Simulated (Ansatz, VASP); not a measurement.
Two plane-wave programs on NaF

```xyz
2
Lattice="0.0000 2.2859 2.2859 2.2859 0.0000 2.2859 2.2859 2.2859 0.0000" Properties=species:S:1:pos:R:3 pbc="T T T"
Na    0.0000    0.0000    0.0000
F     2.2859    2.2859    2.2859
```

Alike in both runs: task single point; functional revPBE; k mesh 8 × 8 × 8; occupations gaussian, width 0.1 eV; no spin polarisation.

|  | VASP | Ansatz |
| --- | --- | --- |
| version | VASP 6.6.1 | Ansatz 0.2.0 |
| potentials or method | VASP PAW PBE potentials, release 64 (Na_pv, F), cutoff 600 eV | scalar-relativistic, plane waves, PAW |
| valence electrons in the cell | 14 | 16 |

|  | VASP | Ansatz | Ansatz less VASP |
| --- | --- | --- | --- |
| gap on the k mesh at the Fermi level (eV) | 6.81 | 6.82 | +0.015 |
| least direct gap on the mesh (eV) | 6.81 | 6.82 | +0.015 |
| pressure (GPa) | 7.6 | 7.7 | +0.14 |

VASP's potentials were made for PBE, not for revPBE. The functional is the same, so the differences come from potentials, cutoffs and numerics. VASP's potentials hold 14 valence electrons a cell and Ansatz's 16, so a difference there can come from the potentials and not from the codes.
